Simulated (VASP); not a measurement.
Input of a VASP 6.6.1 run:

File INCAR:

```
SYSTEM = HfSi3
PREC     = Accurate       ! precision mode
ENCUT    = 600            ! plane-wave cutoff, eV
EDIFF    = 1E-6           ! SCF threshold, eV
ISMEAR   = 0              ! smearing method
SIGMA    = 0.1            ! smearing width, eV
LREAL    = .FALSE.        ! projectors in reciprocal space
LASPH    = .TRUE.         ! aspherical terms in the spheres
NELM     = 80             ! most SCF steps
ALGO     = Normal         ! electronic algorithm
ISIF     = 3              ! what is computed and relaxed
LWAVE    = .FALSE.        ! write WAVECAR
LCHARG   = .FALSE.        ! write CHGCAR
GGA      = PE             ! functional
IBRION   = 2              ! ionic algorithm
NSW      = 100            ! ionic steps
EDIFFG   = -0.01          ! ionic threshold
```

Contents of KPOINTS:

```
Automatic mesh
0
G
  12 12 12
  0 0 0
```

File POSCAR:

```
HfSi3
1.0
    0.0000000000      3.2404504678      3.2404504678
    3.2404504678      0.0000000000      3.2404504678
    3.2404504678      3.2404504678      0.0000000000
Hf Si
1 3
Direct
    0.0000000000      0.0000000000      0.0000000000
    0.2500000000      0.2500000000      0.2500000000
    0.7500000000      0.7500000000      0.7500000000
    0.5000000000      0.5000000000      0.5000000000
```

Potentials or basis: VASP PAW PBE potentials, release 64 (Hf_pv, Si).

The run is started by

```bash
$ cat potpaw_PBE.64/Hf_pv/POTCAR potpaw_PBE.64/Si/POTCAR > POTCAR
$ mpirun -np 1 vasp_std > vasp.out
```

Question: What does it give for the relaxed volume?

Answer: 16.79 Å³/atom.

Question: Predict the space group after relaxing (to 0.1 Å).

Answer: Fm-3m (No. 225).

Question: Predict the relaxed cell.

Answer: a = 4.563 Å, b = 4.563 Å, c = 4.563 Å, α = 60.00°, β = 60.00°, γ = 60.00°.

Final structure:
```xyz
4
Lattice="0.0000 3.2263 3.2263 3.2263 0.0000 3.2263 3.2263 3.2263 0.0000" Properties=species:S:1:pos:R:3 pbc="T T T"
Hf    0.0000    0.0000    0.0000
Si    1.6131    1.6131    1.6131
Si    4.8394    4.8394    4.8394
Si    3.2263    3.2263    3.2263
```
